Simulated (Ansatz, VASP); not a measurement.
**MoS2: VASP beside Ansatz**

```
S Mo
1.0
     3.12007    0.00000    0.00000
    -1.56004    2.70206    0.00000
     0.00000    0.00000   30.04000
S Mo
2 1
Direct
  0.66667 0.33333 0.23326
  0.66667 0.33333 0.33665
  0.33333 0.66667 0.28495
```

Alike in both runs: functional LDA; k mesh 12 × 12 × 1; occupations gaussian, width 0.03 eV; no spin polarisation.

Ansatz relaxed the structure, and its values are those at the end. VASP's run is a single point on that final structure, the one shown.

|  | VASP | Ansatz |
| --- | --- | --- |
| version | VASP 6.6.1 | Ansatz 0.2.0 |
| potentials or method | VASP PAW LDA potentials, release 64 (S, Mo_sv), cutoff 400 eV | scalar-relativistic, plane waves, PAW |
| valence electrons in the cell | 26 | 26 |

```tsv
	VASP	Ansatz	Ansatz less VASP
gap on the k mesh at the Fermi level (eV)	1.87	1.86	-0.007
least direct gap on the mesh (eV)	1.87	1.86	-0.007
rms of the force components (eV/Å)	0.006	0.001	-0.0050
```

Ansatz warns that its potentials were made for another functional, while VASP's fit it. LDA's correlation is that of Perdew and Zunger in VASP and of Perdew and Wang (1992) in Ansatz. Ansatz's warnings: slab cell height set, structure snapped to symmetry, xc potential rough in thin density.
